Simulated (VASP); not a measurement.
Runs of VASP 6.6.1 on BN (Qingsongite). The structure is that of space group F-43m (No. 216), or close to it. The cells are those of the table. 

```csv
potentials or basis,cell,cutoff (eV),second run,gap on the mesh (eV),pressure (GPa)
"VASP PAW PBE potentials, release 64 (B_h, N_h)","a = 2.531, b = 2.531, c = 2.505 Å, angles 60.3, 60.3, 59.3°, 2 atoms",910,hard_potentials,(c),14.4
"VASP PAW PBE potentials, release 64 (B_h, N_h)","a = 2.556 Å, angles 60.0°, 2 atoms",910,hard_potentials,4.99,-2.3
"VASP PAW PBE potentials, release 64 (B, N)","a = 2.518, b = 2.518, c = 2.480 Å, angles 60.5, 60.5, 59.0°, 2 atoms",520,-,4.75,(a)
"VASP PAW PBE potentials, release 64 (B, N)","a = 2.543, b = 2.543, c = 2.531 Å, angles 60.2, 60.2, 59.7°, 2 atoms",520,-,4.91,7.5
"VASP PAW PBE potentials, release 64 (B, N)","a = 2.531, b = 2.531, c = 2.505 Å, angles 60.3, 60.3, 59.3°, 2 atoms",520,-,(b),16.3
"VASP PAW PBE potentials, release 64 (B, N)","a = 2.582, b = 2.582, c = 2.607 Å, angles 59.7, 59.7, 60.7°, 2 atoms",520,-,4.58,-15.0
"VASP PAW PBE potentials, release 64 (B, N)","a = 2.595, b = 2.595, c = 2.633 Å, angles 59.5, 59.5, 61.0°, 2 atoms",520,-,4.40,-21.3
"VASP PAW PBE potentials, release 64 (B_h, N_h)","a = 2.543, b = 2.543, c = 2.531 Å, angles 60.2, 60.2, 59.7°, 2 atoms",910,hard_potentials,4.92,5.7
```

Alike in all rows: task single point; level r2SCAN; no spin polarisation; k mesh 10 × 10 × 10; smearing gaussian 0.05 eV.

Task: Estimate the missing entries.

Result: (a) 25.9; (b) 4.83; (c) 4.85.

Caveats: the PAW data sets were made with another functional, which shifts forces and pressure a little; the cutoff is under 1.25 times the usual one of these potentials, so pressure, stress and relaxed cells hold a basis-set (Pulay) error (some runs).

A k mesh can miss the band edges.
